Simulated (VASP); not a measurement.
# In (P6_3/mmc) in VASP: a series of runs, part 2 of 2

VASP 6.6.1. The steps go on from the part before.

## 3. Relaxation of cell and atoms, PBE+D3(BJ)

This run uses another cell than the first one, of 26.54 Å³/atom, 1.012 times its volume.

Contents of INCAR:

```
SYSTEM = In
PREC = Accurate
ENCUT = 600
EDIFF = 1E-6
ISMEAR = 0
SIGMA = 0.1
LREAL = .FALSE.
LASPH = .TRUE.
NELM = 100
ALGO = Normal
ISIF = 3
LWAVE = .FALSE.
LCHARG = .FALSE.
GGA = PE
IVDW = 12
IBRION = 2
NSW = 100
EDIFFG = -0.005
```

Contents of KPOINTS:

```
regular mesh
0
G
  15 15 8
  0 0 0
```

Contents of POSCAR:

```
In
1.0
    3.3354847820      0.0000000000      0.0000000000
   -1.6677423910      2.8886145552      0.0000000000
    0.0000000000      0.0000000000      5.5091429200
In
2
Direct
    0.3333333300      0.6666666700      0.2500000000
    0.6666666700      0.3333333300      0.7500000000
```

Potentials or basis: VASP PAW PBE potentials, release 64 (In_d).

Launch:

```
$ cat potpaw_PBE.64/In_d/POTCAR > POTCAR
$ mpirun -np 1 vasp_std > vasp.out
```

OUTCAR:

```text
SYSTEM = In
   PREC = Accurate
   ENCUT = 600
   EDIFF = 1E-6
   ISMEAR = 0
   LREAL = .FALSE.
   LASPH = .TRUE.
   NELM = 100
   ISIF = 3
   GGA = PE
   IVDW = 12
   IBRION = 2
   NSW = 100
   EDIFFG = -0.005
 IVDW          = 12

 ion  position               nearest neighbor table
   1  0.333  0.667  0.250-   2 3.36   2 3.36   2 3.36   2 3.36   2 3.36   2 3.36
   2  0.667  0.333  0.750-   1 3.36   1 3.36   1 3.36   1 3.36   1 3.36   1 3.36

  LATTYP: Found a hexagonal cell.
 ALAT       =     3.3354847820
 C/A-ratio  =     1.6516768266

  Lattice vectors:

 A1 = (   3.3354847820,   0.0000000000,   0.0000000000)
 A2 = (  -1.6677423910,   2.8886145552,   0.0000000000)
 A3 = (   0.0000000000,   0.0000000000,   5.5091429200)

Analysis of symmetry for initial positions (statically):
=====================================================================
 Subroutine PRICEL returns:
 Original cell was already a primitive cell.

 Routine SETGRP: Setting up the symmetry group for a
 hexagonal supercell.

 Subroutine GETGRP returns: Found 24 space group operations
 (whereof 12 operations were pure point group operations)
 out of a pool of 24 trial point group operations.

The static configuration has the point symmetry D_3d.
 The point group associated with its full space group is D_6h.

Analysis of symmetry for dynamics (positions and initial velocities):
=====================================================================
 Subroutine PRICEL returns:
 Original cell was already a primitive cell.

 Routine SETGRP: Setting up the symmetry group for a
 hexagonal supercell.

 Subroutine GETGRP returns: Found 24 space group operations
 (whereof 12 operations were pure point group operations)
 out of a pool of 24 trial point group operations.

The dynamic configuration has the point symmetry D_3d.
 The point group associated with its full space group is D_6h.

 Subroutine INISYM returns: Found 24 space group operations
 (whereof 12 operations are pure point group operations),
 and found     1 'primitive' translations

----------------------------------------------------------------------------------------

[... 99 lines left out ...]
   ISYM   =      2    0-nonsym 1-usesym 2-fastsym
   POTIM  = 0.5000    time-step for ionic-motion
   TEBEG  =    0.0;   TEEND  =   0.0 temperature during run
   PSTRESS=    0.0 pullay stress
   NELECT =      26.0000    total number of electrons
   NUPDOWN=      -1.0000    fix difference up-down
   EMIN   =  10.00;   EMAX   =-10.00  energy-range for DOS
   EFERMI =   0.00;   METHOD = LEGACY
   ISMEAR =     0;   SIGMA  =   0.10  broadening in eV -4-tet -1-fermi 0-gaus
   EFERMI_NEDOS =   21; number of points for ismear=-14 and -15
   IALGO  =     38    algorithm
   IMIX   =      4    mixing-type and parameters
     AMIX     =   0.40;   BMIX     =  1.00
     AMIX_MAG =   1.60;   BMIX_MAG =  1.00
  volume/ion in A,a.u.               =      26.54       179.10
  Fermi-wavevector in a.u.,A,eV,Ry     =   1.290491  2.438675 22.658704  1.665368
  Thomas-Fermi vector in A             =   2.422320
   LORBIT       =      0    0 simple, 1 ext, 2 COOP (PROOUT), +10 PAW based schemes
   GGA     = PE    functional components
   LHFCALC =     F    Hartree Fock is set to
   AEXX    =    0.0000 exact exchange contribution
   IVDW    =    12    specifies the selected vdW correction
   LEPSILON=     F    determine dielectric tensor
   LRPA    =     F    only Hartree local field effects (RPA)
 conjugate gradient relaxation of ions
 non-spin polarized calculation
 Gauss-broadening in eV      SIGMA  =   0.10
  energy-cutoff  :      600.00
  volume of cell :       53.08
 maximum number of plane-waves:      1804
 NGX is ok and might be reduce to    28
   NGX = 13   NGY = 13   NGZ = 23

--------------------------------------- Ionic step        1  -------------------------------------------

 number of electron      25.9999998 magnetization

 Free energy of the ion-electron system (eV)
  ---------------------------------------------------
  ext. energy  EPLUGINS =         0.00000000
  ---------------------------------------------------
  free energy    TOTEN  =        -5.10168739 eV

  energy without entropy =       -5.09694590  energy(sigma->0) =       -5.09931664

------------------------ aborting loop because EDIFF is reached ----------------------------------------

 Edisp (eV)   -0.66634

 E8    (eV) :    -0.3326
[... 231 lines left out ...]
--------------------------------------- Ionic step        7  -------------------------------------------

 number of electron      26.0000000 magnetization

 Free energy of the ion-electron system (eV)
  ---------------------------------------------------
  ext. energy  EPLUGINS =         0.00000000
  ---------------------------------------------------
  free energy    TOTEN  =        -5.09588141 eV

  energy without entropy =       -5.09145671  energy(sigma->0) =       -5.09366906

 E-fermi :   7.4874     XC(G=0): -10.2327

 val. band max:        7.4527394659   @ k =   0.2667   0.2667   0.3750
 cond. band min:       7.5044063667   @ k =   0.2667   0.2000   0.0000
 fundamental gap:      0.0516669008
 Fermi energy:         7.4874239910

 k-point     1 :       0.0000    0.0000    0.0000
  band No.  band energies     occupation
      1      -7.2219      2.00000
      2      -7.1585      2.00000
      3      -7.1278      2.00000
      4      -7.1278      2.00000
      5      -7.0995      2.00000
      6      -7.0995      2.00000
[... 457 lines left out ...]
      4      -7.1024      2.00000
      5      -7.0401      2.00000
      6      -7.0010      2.00000
[... 9 lines left out ...]
     16       9.0307      0.00000
     17      10.6384      0.00000

 [... further k-points ...]

------------------------ aborting loop because EDIFF is reached ----------------------------------------

 Edisp (eV)   -0.67311

 E8    (eV) :    -0.3359
[... 25 lines left out ...]
  FREE ENERGIE OF THE ION-ELECTRON SYSTEM (eV)
  ---------------------------------------------------
  free  energy   TOTEN  =        -5.7689958943 eV

  energy  without entropy=       -5.7645711977  energy(sigma->0) =       -5.76678355

 reached required accuracy - stopping structural energy minimisation
```

OSZICAR:

```text
N       E                     dE             d eps       ncg     rms          rms(c)
DAV:   1     0.199967085196E+03    0.19997E+03   -0.14836E+04  4606   0.233E+03
DAV:   2     0.685915132724E+01   -0.19311E+03   -0.19148E+03  4591   0.405E+02
[... 45 lines left out ...]
   6 F= -.57689981E+01 E0= -.57667759E+01  d E =-.111830E-03
       N       E                     dE             d eps       ncg     rms          rms(c)
DAV:   1    -0.509604324532E+01   -0.29436E-03   -0.57955E-03  5123   0.731E-01    0.673E-02
DAV:   2    -0.509594160170E+01    0.10164E-03   -0.24998E-04  5938   0.320E-01    0.413E-02
DAV:   3    -0.509588104493E+01    0.60557E-04   -0.82836E-05  6809   0.190E-01    0.717E-03
DAV:   4    -0.509588181763E+01   -0.77270E-06   -0.18360E-05  4996   0.482E-02    0.789E-03
DAV:   5    -0.509588140584E+01    0.41178E-06   -0.97270E-07  2374   0.177E-02
   7 F= -.57689959E+01 E0= -.57667835E+01  d E =-.109588E-03
```

CONTCAR:

```text
In
   1.00000000000000
     3.3345641060299420    0.0000000000000000    0.0000000000000000
    -1.6672820530149710    2.8878172264212321   -0.0000000000000000
    -0.0000000000000000    0.0000000000000000    5.4580578003620728
  In
     2
Direct
     0.3333333300000021    0.6666666699999979    0.2500000000000000
     0.6666666699999979    0.3333333300000021    0.7500000000000000

  0.00000000E+00  0.00000000E+00  0.00000000E+00
  0.00000000E+00  0.00000000E+00  0.00000000E+00
```

Run time: 2.6 min. Hardware: 1 thread of Intel Xeon 6975P-C (Granite Rapids), shared host; peak memory 0.29 GiB.

Results:

* Free energy: -5.7690 eV
* Relaxed volume: 26.28 Å³/atom
* Relaxed cell: a = 3.335 Å, b = 3.335 Å, c = 5.458 Å, α = 90.00°, β = 90.00°, γ = 120.00°
* Space group after relaxing (to 0.05 Å): P6_3/mmc (No. 194)
* Energy gained by relaxing: 0.5 meV/atom
* Ionic steps: 7
* Pressure after relaxing: 0.0 GPa
* Band gap on the k mesh: zero (band 13 reaches 11.16 eV, above the bottom of band 14 at 4.90 eV)
* Dispersion energy per atom: -0.337 eV

Step by step:
```csv
step,energy change (eV),largest force (eV/Å),pressure (GPa),volume (Å³)
1,0.0000,0.0000,-0.45,53.08
2,-0.0009,0.0000,0.01,52.51
3,-0.0009,0.0000,0.04,52.49
4,-0.0009,0.0000,0.01,52.50
5,-0.0009,0.0000,0.04,52.51
6,-0.0010,0.0000,0.05,52.55
7,-0.0010,0.0000,0.00,52.56
```

Final structure:
```
CELL_PARAMETERS angstrom
3.33456 0.00000 0.00000
-1.66728 2.88782 0.00000
0.00000 0.00000 5.45806
ATOMIC_POSITIONS crystal
In 0.33333 0.66667 0.25000
In 0.66667 0.33333 0.75000
```

Levels at points of the mesh, in eV from the Fermi level:
```tsv
k point	band 11	band 12	band 13	band 14	band 15	band 16
(0.00, 0.00, 0.00)	-9.53	-4.36	-3.38	8.32	8.32	10.17
(0.00, 0.00, 0.50)	-8.15	-8.15	3.06	3.06	9.35	9.35
```

Caveat: spin-orbit coupling is left out, which moves the levels of the heavy elements; pairwise dispersion overbinds metals, which lowers pressure and volume.

## 4. Single point, PBE+D3(BJ) (uniaxial strain along c: -3.0 %, then relaxed in part)

Contents of INCAR:

```
ALGO     = Normal         # electronic algorithm
EDIFF    = 1E-6           # SCF threshold, eV
ENCUT    = 520            # plane-wave cutoff, eV
GGA      = PE             # functional
ISIF     = 2              # what is computed and relaxed
ISMEAR   = 0              # smearing method
IVDW     = 12             # dispersion correction
LASPH    = T              # aspherical terms in the spheres
LCHARG   = T              # write CHGCAR
LELF     = T              # ELF
LREAL    = F              # projectors in reciprocal space
LVHAR    = T            
LWAVE    = F              # write WAVECAR
NBANDS   = 20             # bands
NELM     = 100            # most SCF steps
PREC     = Accurate       # precision mode
SIGMA    = 0.1            # smearing width, eV
```

Contents of KPOINTS:

```
k-points
0
Gamma
  15 15 8
```

Contents of POSCAR:

```
In
1.0
    3.3712207028      0.0000000000      0.0000000000
   -1.6856103514      2.9195627704      0.0000000000
    0.0000000000      0.0000000000      5.3043639637
In
2
Direct
    0.3333333339      0.6666666661      0.2500000000
    0.6666666661      0.3333333339      0.7500000000
```

Launch:

```
$ cat potpaw_PBE.64/In_d/POTCAR > POTCAR
$ mpirun -np 1 vasp_std > vasp.out
```

Run time: 40 s. Hardware: 1 thread of Intel Xeon 6975P-C (Granite Rapids), shared host; peak memory 0.26 GiB.

Results (log left out):

- Free energy: -5.7642 eV
- Pressure: 0.3 GPa
- Band gap on the k mesh: zero (band 13 reaches 11.64 eV, above the bottom of band 14 at 4.95 eV)
- Dispersion energy per atom: -0.339 eV

Stress tensor (GPa, compression positive):
```
-0.04  0.00  0.00
 0.00 -0.04  0.00
 0.00  0.00  0.95
```

Levels at points of the mesh, in eV from the Fermi level:
```csv
k point,band 11,band 12,band 13,band 14,band 15,band 16
"(0.00, 0.00, 0.00)",-9.65,-4.00,-3.34,7.78,7.78,9.73
"(0.00, 0.00, 0.50)",-8.19,-8.19,3.64,3.64,8.89,8.89
```

Caveat: the cell differs from its parent crystal (uniaxial strain along c: -3.0 %, then relaxed in part); spin-orbit coupling is left out, which moves the levels of the heavy elements; pairwise dispersion overbinds metals, which lowers pressure and volume.

## 5. Summary

```tsv
task	cell	cutoff (eV)	gap on the mesh (eV)	pressure (GPa)
single point	a = 3.329, b = 3.329, c = 5.468 Å, angles 90.0, 90.0, 120.0°, 2 atoms	520	none	0.0
relaxation of cell and atoms	relaxed from a = 3.335, b = 3.335, c = 5.509 Å, angles 90.0, 90.0, 120.0°, 2 atoms	600	none	0.0
single point	a = 3.371, b = 3.371, c = 5.304 Å, angles 90.0, 90.0, 120.0°, 2 atoms	520	none	0.3
```

Alike in all rows: level PBE+D3(BJ); potentials or basis VASP PAW PBE potentials, release 64 (In_d); no spin polarisation; k mesh 15 × 15 × 8; smearing gaussian 0.1 eV.

Caveats: spin-orbit coupling is left out, which moves the levels of the heavy elements; pairwise dispersion overbinds metals, which lowers pressure and volume.

Absolute energies hang on the potentials; compare differences alone.
